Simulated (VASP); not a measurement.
# PtS2 (P-3m1) in VASP: notebook

Runs on PtS2. Level: PBE+D3(BJ). Tasks: relaxation of shape and atoms at fixed volume.

Program: VASP 6.6.1. These are calculated values, not measurements. Logs are shortened: lines on timing, memory, paths and dates and some standing lists are left out, and cuts for length are marked.

## (1) The cell of the first run

The structure is trigonal, space group P-3m1 (No. 164). Conventional cell: a = 3.619 Å, b = 3.619 Å, c = 4.710 Å, α = 90.00°, β = 90.00°, γ = 120.00°. Within 3.2 Å of Pt (site symmetry -3m) lie 6 S at 2.42 Å. S (site symmetry 3m) has 3 Pt at 2.42 Å and 6 S at 3.09 to 3.21 Å within 3.3 Å.

## (2) Relaxation of shape and atoms at fixed volume, PBE+D3(BJ) (17.80 Å³/atom)

Contents of INCAR:

```
SYSTEM = PtS2
  PREC = Accurate
  ENCUT = 600
  EDIFF = 1E-7
  ISMEAR = 0
  SIGMA = 0.01
  LREAL = .False.
  LASPH = .True.
  NELM = 80
  ALGO = Normal
  ISIF = 4
  LWAVE = .False.
  LCHARG = .False.
  GGA = PE
  IVDW = 12
  IBRION = 2
  NSW = 50
  EDIFFG = -0.01
```

Contents of KPOINTS:

```
Automatic mesh
0
Gamma
  12 12 8
  0 0 0
```

Contents of POSCAR:

```
PtS2
1.0
    3.6185435976      0.0000000000      0.0000000000
   -1.8092717988      3.1337506802      0.0000000000
    0.0000000000      0.0000000000      4.7101738632
Pt S
1 2
Direct
    0.0000000000      0.0000000000      0.0000000000
    0.3333333333      0.6666666667      0.2586282048
    0.6666666667      0.3333333333      0.7413717952
```

Potentials or basis: VASP PAW PBE potentials, release 64 (Pt, S).

The run is started by

```console
$ cat potpaw_PBE.64/Pt/POTCAR potpaw_PBE.64/S/POTCAR > POTCAR
$ mpirun -np 1 vasp_std > vasp.out
```

OUTCAR:

```text
SYSTEM = PtS2
   PREC = Accurate
   ENCUT = 600
   EDIFF = 1E-7
   ISMEAR = 0
   LREAL = .False.
   LASPH = .True.
   NELM = 80
   ISIF = 4
   GGA = PE
   IVDW = 12
   IBRION = 2
   NSW = 50
   EDIFFG = -0.01
 IVDW          = 12

 ion  position               nearest neighbor table
   1  0.000  0.000  0.000-   2 2.42   3 2.42   2 2.42   3 2.42   3 2.42   2 2.42
   2  0.333  0.667  0.259-   1 2.42   1 2.42   1 2.42
   3  0.667  0.333  0.741-   1 2.42   1 2.42   1 2.42

  LATTYP: Found a hexagonal cell.
 ALAT       =     3.6185435976
 C/A-ratio  =     1.3016766929

  Lattice vectors:

 A1 = (   3.6185435976,   0.0000000000,   0.0000000000)
 A2 = (  -1.8092717988,   3.1337506802,   0.0000000000)
 A3 = (   0.0000000000,   0.0000000000,   4.7101738632)

Analysis of symmetry for initial positions (statically):
=====================================================================
 Subroutine PRICEL returns:
 Original cell was already a primitive cell.

 Routine SETGRP: Setting up the symmetry group for a
 hexagonal supercell.

 Subroutine GETGRP returns: Found 12 space group operations
 (whereof 12 operations were pure point group operations)
 out of a pool of 24 trial point group operations.

The static configuration has the point symmetry D_3d.

Analysis of symmetry for dynamics (positions and initial velocities):
=====================================================================
 Subroutine PRICEL returns:
 Original cell was already a primitive cell.

 Routine SETGRP: Setting up the symmetry group for a
 hexagonal supercell.

 Subroutine GETGRP returns: Found 12 space group operations
 (whereof 12 operations were pure point group operations)
 out of a pool of 24 trial point group operations.

The dynamic configuration has the point symmetry D_3d.

 Subroutine INISYM returns: Found 12 space group operations
 (whereof 12 operations are pure point group operations),
 and found     1 'primitive' translations

----------------------------------------------------------------------------------------

                                     Primitive cell

  volume of cell :      53.4116

  direct lattice vectors                    reciprocal lattice vectors
     3.618543598  0.000000000  0.000000000     0.276354277  0.159553216  0.000000000
    -1.809271799  3.133750680  0.000000000     0.000000000  0.319106433  0.000000000
     0.000000000  0.000000000  4.710173863     0.000000000  0.000000000  0.212306388

  length of vectors
     3.618543598  3.618543598  4.710173863     0.319106433  0.319106433  0.212306388

  position of ions in fractional coordinates (direct lattice)
     0.000000000  0.000000000  0.000000000
     0.333333333  0.666666667  0.258628205
     0.666666667  0.333333333  0.741371795

  ion indices of the primitive-cell ions
   primitive index   ion index
                 1           1
                 2           2
                 3           3

----------------------------------------------------------------------------------------

 KPOINTS: Automatic mesh

Automatic generation of k-mesh.
 Grid dimensions read from file:
 generate k-points for:   12   12    8

 Generating k-lattice:

  Cartesian coordinates                     Fractional coordinates (reciprocal lattice)
     0.023029523  0.013296101  0.000000000     0.083333333  0.000000000  0.000000000
     0.000000000  0.026592203  0.000000000     0.000000000  0.083333333  0.000000000
     0.000000000  0.000000000  0.026538299     0.000000000  0.000000000  0.125000000

  Length of vectors
     0.026592203  0.026592203  0.026538299

  Shift w.r.t. Gamma in fractional coordinates (k-lattice)
     0.000000000  0.000000000  0.000000000

 Subroutine IBZKPT returns following result:
 ===========================================

 Found    131 irreducible k-points:

 Following reciprocal coordinates:
            Coordinates               Weight
  0.000000  0.000000  0.000000      1.000000
  0.083333  0.000000  0.000000      6.000000
  0.166667  0.000000  0.000000      6.000000
  0.250000  0.000000  0.000000      6.000000
  0.333333  0.000000  0.000000      6.000000
  0.416667  0.000000  0.000000      6.000000
[... 16 lines left out ...]
  0.166667  0.000000  0.125000      6.000000
  0.000000  0.166667  0.125000      6.000000
 [... further k-points ...]
   k-points           NKPTS =    131   k-points in BZ     NKDIM =    131   number of bands    NBANDS=     15
   number of dos      NEDOS =    301   number of ions     NIONS =      3
   total plane-waves  NPLWV =  36000
   dimension x,y,z NGX =    30 NGY =   30 NGZ =   40
   dimension x,y,z NGXF=    60 NGYF=   60 NGZF=   80
   ions per type =               1   2
   NGX,Y,Z   is equivalent  to a cutoff of  13.78, 13.78, 14.12 a.u.
   NGXF,Y,Z  is equivalent  to a cutoff of  27.57, 27.57, 28.24 a.u.
 SYSTEM =  PtS2
   PREC   = accura    normal or accurate (medium, high low for compatibility)
   ISTART =      0    job   : 0-new  1-cont  2-samecut
   ICHARG =      2    charge: 1-file 2-atom 10-const
   ISPIN  =      1    spin polarized calculation?
   LNONCOLLINEAR =      F non collinear calculations
   LSORBIT =      F    spin-orbit coupling
   LASPH  =      T    aspherical Exc in radial PAW
   ENCUT  =  600.0 eV  44.10 Ry    6.64 a.u.   7.23  7.23  9.41*2*pi/ulx,y,z
   NELM   =     80;   NELMIN=  2; NELMDL= -5     # of ELM steps
   EDIFF  = 0.1E-06   stopping-criterion for ELM
   LREAL  =      F    real-space projection
   EDIFFG = -.1E-01   stopping-criterion for IOM
   NSW    =     50    number of steps for IOM
   IBRION =      2    ionic relax: 0-MD 1-quasi-New 2-CG
   NFREE  =      1    steps in history (QN), initial steepest desc. (CG)
   ISIF   =      4    stress and relaxation
   ISYM   =      2    0-nonsym 1-usesym 2-fastsym
   POTIM  = 0.5000    time-step for ionic-motion
   TEBEG  =    0.0;   TEEND  =   0.0 temperature during run
   PSTRESS=    0.0 pullay stress
   NELECT =      22.0000    total number of electrons
   NUPDOWN=      -1.0000    fix difference up-down
   EMIN   =  10.00;   EMAX   =-10.00  energy-range for DOS
   EFERMI =   0.00;   METHOD = LEGACY
   ISMEAR =     0;   SIGMA  =   0.01  broadening in eV -4-tet -1-fermi 0-gaus
   EFERMI_NEDOS =   21; number of points for ismear=-14 and -15
   IALGO  =     38    algorithm
   IMIX   =      4    mixing-type and parameters
     AMIX     =   0.40;   BMIX     =  1.00
     AMIX_MAG =   1.60;   BMIX_MAG =  1.00
  volume/ion in A,a.u.               =      17.80       120.15
  Fermi-wavevector in a.u.,A,eV,Ry     =   1.218066  2.301810 20.186742  1.483684
  Thomas-Fermi vector in A             =   2.353365
   LORBIT       =      0    0 simple, 1 ext, 2 COOP (PROOUT), +10 PAW based schemes
   GGA     = PE    functional components
   LHFCALC =     F    Hartree Fock is set to
   AEXX    =    0.0000 exact exchange contribution
   IVDW    =    12    specifies the selected vdW correction
   LEPSILON=     F    determine dielectric tensor
   LRPA    =     F    only Hartree local field effects (RPA)
 conjugate gradient relaxation of ions
 non-spin polarized calculation
 Gauss-broadening in eV      SIGMA  =   0.01
  energy-cutoff  :      600.00
  volume of cell :       53.41
 maximum number of plane-waves:      1809
 NGX is ok and might be reduce to    30
   NGX = 15   NGY = 15   NGZ = 19

--------------------------------------- Ionic step        1  -------------------------------------------

 number of electron      22.0000001 magnetization

 Free energy of the ion-electron system (eV)
  ---------------------------------------------------
  ext. energy  EPLUGINS =         0.00000000
  ---------------------------------------------------
  free energy    TOTEN  =       -15.33354921 eV

  energy without entropy =      -15.33354914  energy(sigma->0) =      -15.33354918

------------------------ aborting loop because EDIFF is reached ----------------------------------------

 Edisp (eV)   -1.31334

 E8    (eV) :    -0.5274

  FORCE on cell =-STRESS in cart. coord.  units (eV):
  Direction    XX          YY          ZZ          XY          YZ          ZX
  --------------------------------------------------------------------------------------
  -------------------------------------------------------------------------------------
  Total      -1.69481    -1.69481    -1.06568     0.00000    -0.00000     0.00000
  in kB     -50.83889   -50.83889   -31.96711     0.00000    -0.00000     0.00000
  external pressure =      -44.55 kB  Pullay stress =        0.00 kB
[... 186 lines left out ...]
  energy  without entropy=      -16.6661996413  energy(sigma->0) =      -16.66619964

--------------------------------------- Ionic step        6  -------------------------------------------

 number of electron      22.0000003 magnetization

 Free energy of the ion-electron system (eV)
  ---------------------------------------------------
  ext. energy  EPLUGINS =         0.00000000
  ---------------------------------------------------
  free energy    TOTEN  =       -15.35572619 eV

  energy without entropy =      -15.35572619  energy(sigma->0) =      -15.35572619

 E-fermi :   7.5107     XC(G=0): -10.8499

 val. band max:        7.4094986795   @ k =   0.0000   0.0000   0.0000
 cond. band min:       7.7226692854   @ k =   0.0000   0.3333   0.2500
 fundamental gap:      0.3131706059
 Fermi energy:         7.5106744234

 k-point     1 :       0.0000    0.0000    0.0000
  band No.  band energies     occupation
      1      -8.2411      2.00000
      2      -5.0652      2.00000
      3       0.0789      2.00000
      4       0.5324      2.00000
      5       0.5324      2.00000
      6       3.3375      2.00000
      7       3.3375      2.00000
      8       5.0872      2.00000
      9       5.9712      2.00000
     10       5.9712      2.00000
     11       7.4095      2.00000
     12       8.8924      0.00000
     13       8.8924      0.00000
     14      11.4121      0.00000
     15      12.5081      0.00000
[... 397 lines left out ...]
 k-point    24 :       0.0000    0.1667    0.1250
  band No.  band energies     occupation
      1      -7.8485      2.00000
      2      -5.3772      2.00000
      3       0.3253      2.00000
      4       0.7242      2.00000
      5       1.1290      2.00000
      6       2.6647      2.00000
      7       3.1440      2.00000
      8       4.3295      2.00000
      9       5.5940      2.00000
     10       5.9881      2.00000
     11       7.1924      2.00000
     12       8.5455      0.00000
     13       8.5973      0.00000
     14      12.5514      0.00000
     15      13.3101      0.00000

 [... further k-points ...]

------------------------ aborting loop because EDIFF is reached ----------------------------------------

 Edisp (eV)   -1.31063

 E8    (eV) :    -0.5257

  FORCE on cell =-STRESS in cart. coord.  units (eV):
  Direction    XX          YY          ZZ          XY          YZ          ZX
  --------------------------------------------------------------------------------------
  -------------------------------------------------------------------------------------
  Total      -0.31963    -0.31963    -0.31427     0.00000     0.00000     0.00000
  in kB      -9.58791    -9.58791    -9.42704     0.00000     0.00000     0.00000
  external pressure =       -9.53 kB  Pullay stress =        0.00 kB
[... 18 lines left out ...]
  FREE ENERGIE OF THE ION-ELECTRON SYSTEM (eV)
  ---------------------------------------------------
  free  energy   TOTEN  =       -16.6663541992 eV

  energy  without entropy=      -16.6663541992  energy(sigma->0) =      -16.66635420

 reached required accuracy - stopping structural energy minimisation
```

Wall time 4 min (1 thread of Intel Xeon 6975P-C (Granite Rapids), shared host); peak memory 0.29 GiB.

Results:

```yaml
Free_energy: -16.6664 eV
Energy_gained_by_relaxing: 6.5 meV/atom
Ionic_steps: 6
Pressure_after_relaxing: -1.0 GPa
Band_gap_on_the_k_mesh: 0.31 eV (least direct gap 0.72 eV)
Dispersion_energy_per_atom: -0.437 eV
```

The path:
| step | energy change (eV) | largest force (eV/Å) | pressure (GPa) | volume (Å³) |
| --- | --- | --- | --- | --- |
| 1 | 0.0000 | 0.3638 | -4.45 | 53.41 |
| 2 | -0.0132 | 0.1712 | -2.94 | 53.41 |
| 3 | -0.0183 | 0.0339 | -1.31 | 53.41 |
| 4 | -0.0184 | 0.0541 | -1.15 | 53.41 |
| 5 | -0.0193 | 0.0204 | -1.02 | 53.41 |
| 6 | -0.0195 | 0.0010 | -0.95 | 53.41 |

Final structure:
```xyz
3
Lattice="3.5811 0.0000 0.0000 -1.7906 3.1013 0.0000 0.0000 0.0000 4.8092" Properties=species:S:1:pos:R:3 pbc="T T T"
Pt    0.0000    0.0000    0.0000
S     0.0000    2.0676    1.2088
S     1.7906    1.0338    3.6004
```

Levels at points of the mesh, in eV from the valence-band top:
| k point | band 8 | band 9 | band 10 | band 11 | band 12 | band 13 | band 14 | band 15 |
| --- | --- | --- | --- | --- | --- | --- | --- | --- |
| (0.00, 0.00, 0.00) | -2.32 | -1.44 | -1.44 | 0.00 | 1.48 | 1.48 | 4.00 | 5.10 |
| (0.50, 0.00, 0.00) | -3.73 | -3.42 | -3.33 | -2.78 | 0.99 | 2.34 | 5.26 | 6.32 |
| (0.00, 0.00, 0.50) | -3.05 | -1.84 | -1.84 | -1.40 | 2.34 | 2.34 | 5.35 | 6.83 |
| (0.50, 0.00, 0.50) | -3.44 | -3.07 | -3.06 | -1.51 | 1.10 | 1.78 | 5.03 | 5.07 |

Caveat: spin-orbit coupling is left out, which moves the levels of the heavy elements. A k mesh can miss the band edges.

## (3) Relaxation of shape and atoms at fixed volume, PBE+D3(BJ) (18.32 Å³/atom)

This run uses another cell than the first one, of 18.32 Å³/atom.

Contents of INCAR:

```
PREC = Accurate
ENCUT = 600
EDIFF = 1E-6
ISMEAR = 0
SIGMA = 0.01
LREAL = F
LASPH = T
NELM = 80
ALGO = Normal
ISIF = 4
LWAVE = F
LCHARG = F
GGA = PE
IVDW = 12
IBRION = 2
NSW = 50
EDIFFG = -0.01
```

Contents of KPOINTS:

```
regular mesh
0
Gamma
  12 12 8
```

Contents of POSCAR:

```
PtS2
1.0
    3.6195915609      0.0000000000      0.0000000000
   -1.8097957804      3.1346582431      0.0000000000
    0.0000000000      0.0000000000      4.8445569310
Pt S
1 2
Direct
    0.0000000000      0.0000000000      0.0000000000
    0.3333333333      0.6666666667      0.2521644682
    0.6666666667      0.3333333333      0.7478355318
```

Potentials or basis: VASP PAW PBE potentials, release 64 (Pt, S).

The run is started by

```console
$ cat potpaw_PBE.64/Pt/POTCAR potpaw_PBE.64/S/POTCAR > POTCAR
$ mpirun -np 1 vasp_std > vasp.out
```

It took 3.4 min on 1 thread of Intel Xeon 6975P-C (Granite Rapids), shared host; peak memory 0.29 GiB.

The run converged. Its results:

```yaml
Free_energy: -16.6544 eV
Energy_gained_by_relaxing: 6.7 meV/atom
Ionic_steps: 6
Pressure_after_relaxing: -1.5 GPa
Band_gap_on_the_k_mesh: 0.54 eV (least direct gap 0.78 eV)
Dispersion_energy_per_atom: -0.423 eV
```

Step by step:
| step | energy change (eV) | largest force (eV/Å) | pressure (GPa) | volume (Å³) |
| --- | --- | --- | --- | --- |
| 1 | 0.0000 | 0.3627 | -5.10 | 54.97 |
| 2 | -0.0131 | 0.1749 | -3.62 | 54.97 |
| 3 | -0.0186 | 0.0364 | -1.95 | 54.97 |
| 4 | -0.0186 | 0.0580 | -1.78 | 54.97 |
| 5 | -0.0198 | 0.0227 | -1.61 | 54.97 |
| 6 | -0.0200 | 0.0015 | -1.52 | 54.97 |

Final structure:
```
Pt S
1.0
     3.57963    0.00000    0.00000
    -1.78981    3.10005    0.00000
     0.00000    0.00000    4.95333
Pt S
1 2
Direct
  0.00000 0.00000 0.00000
  0.33333 0.66667 0.24492
  0.66667 0.33333 0.75508
```

Levels at points of the mesh, in eV from the valence-band top:
```tsv
k point	band 9	band 10	band 11	band 12	band 13	band 14
(0.00, 0.00, 0.00)	-1.24	-1.24	0.00	1.79	1.79	4.38
(0.50, 0.00, 0.00)	-3.21	-3.12	-2.58	1.25	2.43	5.32
(0.00, 0.00, 0.50)	-1.55	-1.55	-1.24	2.46	2.46	5.45
(0.50, 0.00, 0.50)	-2.89	-2.86	-1.44	1.42	1.96	5.05
```

Caveat: spin-orbit coupling is left out, which moves the levels of the heavy elements. A k mesh can miss the band edges.

[end of part 1 of 2]
